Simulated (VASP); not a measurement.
Here is a VASP 6.6.1 calculation.

Contents of INCAR:

```
ALGO     = Normal         # electronic algorithm
EDIFF    = 1E-7           # SCF threshold, eV
ENCUT    = 520            # plane-wave cutoff, eV
GGA      = PE             # functional
ISIF     = 2              # what is computed and relaxed
ISMEAR   = 0              # smearing method
LASPH    = T              # aspherical terms in the spheres
LCHARG   = F              # write CHGCAR
LREAL    = Auto         
LWAVE    = F              # write WAVECAR
NBANDS   = 52             # bands
NELM     = 80             # most SCF steps
PREC     = Accurate       # precision mode
SIGMA    = 0.02           # smearing width, eV
```

File KPOINTS:

```
k-points
0
Gamma
  2 2 2
```

POSCAR

```
TiSi16
1.0
    0.0000000000      5.4300000000      5.4300000000
    5.4300000000      0.0000000000      5.4300000000
    5.4300000000      5.4300000000      0.0000000000
Si Ti
16 1
Direct
    0.0149739411     -0.0185848066     -0.0009279006
    0.1376326888      0.1202321363      0.1218094843
    0.0041901473      0.0002676796      0.4955698895
    0.1380127993      0.1163536832      0.6181848066
    0.0147193370      0.5047197053     -0.0011589319
    0.1393055249      0.6183786372      0.1234751381
    0.0162441068      0.4993409761      0.4853809392
    0.1379871087      0.6277784530      0.6179622468
    0.5114087477      0.0002409761     -0.0115943831
    0.6340505525      0.1163448435      0.1221980663
    0.5117087477     -0.0023767035      0.4959048803
    0.6336296501      0.1244255985      0.6178197053
    0.5012188766      0.4993527624      0.0003477901
    0.6338070902      0.6277435543      0.1221702578
    0.5116592081      0.4950474217      0.4958472376
    0.6338563536      0.6241534070      0.6179939227
   -0.1123487109      0.3702072744      0.8718525783
```

Potentials or basis: VASP PAW PBE potentials, release 64 (Si, Ti_sv).

Launch:

```sh
$ cat potpaw_PBE.64/Si/POTCAR potpaw_PBE.64/Ti_sv/POTCAR > POTCAR
$ mpirun -np 1 vasp_std > vasp.out
```

Predict the band gap on the k mesh.

zero (band 38 reaches 6.96 eV, above the bottom of band 39 at 6.56 eV).

Predict the pressure.

4.0 GPa.

Predict the largest force.

0.011 eV/Å.

Stress tensor (GPa, compression positive):
```
3.96 0.00 0.12
0.00 4.11 0.00
0.12 0.00 3.96
```

Caveat: the k points lie up to 0.50 Å⁻¹ apart.
